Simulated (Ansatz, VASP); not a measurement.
# Cd in VASP and in Ansatz

```
Cd
1.0
     2.96178    0.00000    0.00000
    -1.48089    2.56498    0.00000
     0.00000    0.00000    5.79702
Cd
2
Cartesian
  0.0000 1.7100 1.4493
  1.4809 0.8550 4.3478
```

Alike in both runs: functional r2SCAN; k mesh 18 × 18 × 8; occupations gaussian, width 0.1 eV; no spin polarisation.

Ansatz relaxed the structure, and its values are those at the end. VASP's run is a single point on that final structure, the one shown.

|  | VASP | Ansatz |
| --- | --- | --- |
| version | VASP 6.6.1 | Ansatz 0.2.0 |
| potentials or method | VASP PAW PBE potentials, release 64 (Cd), cutoff 520 eV | scalar-relativistic, plane waves, PAW |
| valence electrons in the cell | 24 | 40 |

Ansatz gave:

| Item | Value |
| --- | --- |
| gap on the k mesh at the Fermi level (eV) | none |
| pressure (GPa) | 0.0 |

**Question.** What did VASP give for the same quantities?

**Answer.** gap on the k mesh at the Fermi level (eV): none; pressure (GPa): 0.4.

VASP's potentials were made for PBE, not for r2SCAN. A gap of «none» marks a metal or a gap that the smearing closes. VASP's potentials hold 24 valence electrons a cell and Ansatz's 40, so a difference there can come from the potentials and not from the codes.
